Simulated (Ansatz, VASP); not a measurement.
**CdTe in VASP and in Ansatz**

```
Cd Te
1.0
     3.02386   -3.05278    0.00000
     3.02386    3.05278    0.00000
     0.00000    0.00000    6.00834
Cd Te
2 2
Direct
  0.27703 0.72297 0.75000
  0.72297 0.27703 0.25000
  0.76614 0.23386 0.75000
  0.23386 0.76614 0.25000
```

Alike in both runs: task single point; functional LDA; k mesh 6 × 6 × 4; occupations fermi-dirac, width 0.1 eV; no spin polarisation.

```csv
,VASP,Ansatz
version,VASP 6.6.1,Ansatz 0.2.0
potentials or method,"VASP PAW LDA potentials, release 64 (Cd, Te), cutoff 500 eV","plane waves, PAW"
valence electrons in the cell,36,72
```

Ansatz gave:

| Property | Result |
| --- | --- |
| pressure (GPa) | -3.2 |

Problem. What did VASP give for the same quantities?

Solution. Pressure (GPa): -2.9.

LDA's correlation is that of Perdew and Zunger in VASP and of Perdew and Wang (1992) in Ansatz. VASP's potentials hold 36 valence electrons a cell and Ansatz's 72, so a difference there can come from the potentials and not from the codes.

Neither program's run includes spin-orbit coupling.
